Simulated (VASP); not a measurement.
Set up this calculation in VASP 6.6.1, as the native input.

* Task: relaxation of cell and atoms
* Functional: PBE
* Potentials or basis: VASP PAW PBE potentials, release 64 (B_h)
* Cutoff: 1230 eV
* k mesh: 8 × 8 × 8
* Occupations: gaussian, width 0.1 eV
* Spin: no spin polarisation
* Dipole correction: no
* Further INCAR settings: ALGO = Normal; EDIFF = 1e-07; IBRION = 2; EDIFFG = -0.04; NSW = 90; ISIF = 3

The structure of B lies in POSCAR:

```
B
1.0
    2.0444320500      0.0000000000      0.0000000000
    0.0000000000      2.0444320500      0.0000000000
    0.0000000000      0.0000000000      2.3765545600
B
2
Direct
    0.5000000000      0.5000000000      0.7463208400
    0.5000000000      0.5000000000      0.2536791600
```

The cell was generated, and may not be a known phase.

These files were run (other wordings do the same):

INCAR

```
SYSTEM = B
ALGO = Normal
EDIFF = 1E-7
EDIFFG = -0.04
ENCUT = 1230
GGA = PE
GGA_COMPAT = .False.
IBRION = 2
ISIF = 3
ISMEAR = 0
LASPH = .True.
LCHARG = .False.
LREAL = .False.
LWAVE = .False.
NELM = 120
NELMIN = 4
NSW = 90
PREC = Accurate
SIGMA = 0.1
```

KPOINTS

```
k-points
0
Gamma
  8 8 8
  0 0 0
```

Potentials or basis: VASP PAW PBE potentials, release 64 (B_h).

Run with:

```bash
$ cat potpaw_PBE.64/B_h/POTCAR > POTCAR
$ mpirun -np 1 vasp_std > vasp.out
```

Results of the run:

```json
{
  "Relaxed volume": "6.70 Å³/atom",
  "Relaxed cell": "a = 1.921 Å, b = 1.921 Å, c = 3.635 Å, α = 90.00°, β = 90.00°, γ = 90.00°",
  "Space group after relaxing (to 0.1 Å)": "P4/mmm (No. 123)",
  "Energy gained by relaxing": "4004.2 meV/atom",
  "Ionic steps": "37",
  "Pressure after relaxing": "0.2 GPa",
  "Largest force after relaxing": "0.015 eV/Å",
  "Band gap on the k mesh": "zero (bands 3 and 4 overlap by 10.03 eV)"
}
```

Caveat: the k points lie up to 0.41 Å⁻¹ apart in the final cell, too coarse for converged energies and pressures of a metal; the volume moved by over 15 % at a fixed basis, so the end points are rough.

It took 2.4 min on 1 thread of AMD EPYC 9R45 96-Core Processor (Zen 5), on a shared host, peak memory 0.11 GiB.
